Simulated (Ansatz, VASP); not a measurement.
# Two plane-wave programs on SrC8

INCAR

```
SYSTEM = SrC8
ALGO = Normal
EDIFF = 1E-6
EDIFFG = -0.025
ENCUT = 600
GGA = PE
IBRION = 2
ISIF = 3
ISMEAR = 0
IVDW = 12
LASPH = .True.
LCHARG = .False.
LREAL = .False.
LWAVE = .False.
NELM = 100
NSW = 80
PREC = Accurate
SIGMA = 0.2
```

The input KPOINTS:

```
k-points
0
Gamma
  4 6 6
  0 0 0
```

File POSCAR:

```
SrC8
1.0
    0.0014611917     -0.0093743200      4.8376804325
    4.9844289701      0.0296209693      0.0015125587
   -2.4665619732      4.2720362236     -0.0091600747
Sr C
1 8
Direct
    0.4867878767     -0.0043922417      0.0042123613
    0.0102982449      0.3114773364      0.6646980953
    0.0109115976      0.3648304808      0.2208356807
   -0.0165168556      0.8280620717      0.6280871486
    0.0100575329      0.8086383208      0.1441884083
    1.0080448049      0.1896360047      0.8342653368
   -0.0083171435      0.1824863035      0.3264567360
   -0.0132014781      0.6676159441      0.8323081786
    0.0119354201      0.6516457796      0.3449480544
```

Input for Ansatz:

```yaml
crystal:
  lattice:
    - [0.0014611917, -0.00937432, 4.8376804325]
    - [4.9844289701, 0.0296209693, 0.0015125587]
    - [-2.4665619732, 4.2720362236, -0.0091600747]
  atoms:
    - { symbol: Sr, position: [0.4867878767, -0.0043922417, 0.0042123613] }
    - { symbol: C, position: [0.0102982449, 0.3114773364, 0.6646980953] }
    - { symbol: C, position: [0.0109115976, 0.3648304808, 0.2208356807] }
    - { symbol: C, position: [-0.0165168556, 0.8280620717, 0.6280871486] }
    - { symbol: C, position: [0.0100575329, 0.8086383208, 0.1441884083] }
    - { symbol: C, position: [1.0080448049, 0.1896360047, 0.8342653368] }
    - { symbol: C, position: [-0.0083171435, 0.1824863035, 0.326456736] }
    - { symbol: C, position: [-0.0132014781, 0.6676159441, 0.8323081786] }
    - { symbol: C, position: [0.0119354201, 0.6516457796, 0.3449480544] }
basis:
  ecutwfc: 420
kpoints:
  mp_grid: { grid: [4, 6, 6] }
hamiltonian:
  xc: pbe
  dispersion: d3bj
scf:
  occupations: { method: gaussian, width: 0.2 }
  lower_state_search: "off"
output:
  forces: true
  stress: true
  eigenvalues: true
relax:
  adjacent_minimum: "off"
  f_tol: 0.025
  max_steps: 60
  cell: { stress_tol: 0.25 }
```

Change from the starting cell: cell x1, atoms moved at random (sigma 0.1 Å) and cell strained at random (1.5 %), then relaxed without symmetry.

Alike in both runs: task relaxation of cell and atoms; functional PBE; dispersion D3(BJ); k mesh 4 × 6 × 6; occupations gaussian, width 0.2 eV; no spin polarisation.

|  | VASP | Ansatz |
| --- | --- | --- |
| version | VASP 6.6.1 | Ansatz 0.2.0 |
| potentials or method | VASP PAW PBE potentials, release 64 (Sr_sv, C), cutoff 600 eV | scalar-relativistic, plane waves, PAW |
| valence electrons in the cell | 42 | 42 |

|  | VASP | Ansatz | Ansatz less VASP |
| --- | --- | --- | --- |
| gap on the k mesh at the Fermi level, each at its own relaxed structure (eV) | none | none | - |
| relaxed volume (Å³/atom) | 11.57 | 11.57 | -0.007 |
| relaxed length of the cell vector where the two differ most in proportion (Å) | 4.839 | 4.837 | -0.0019 |

A gap of «none» marks a metal or a gap that the smearing closes.
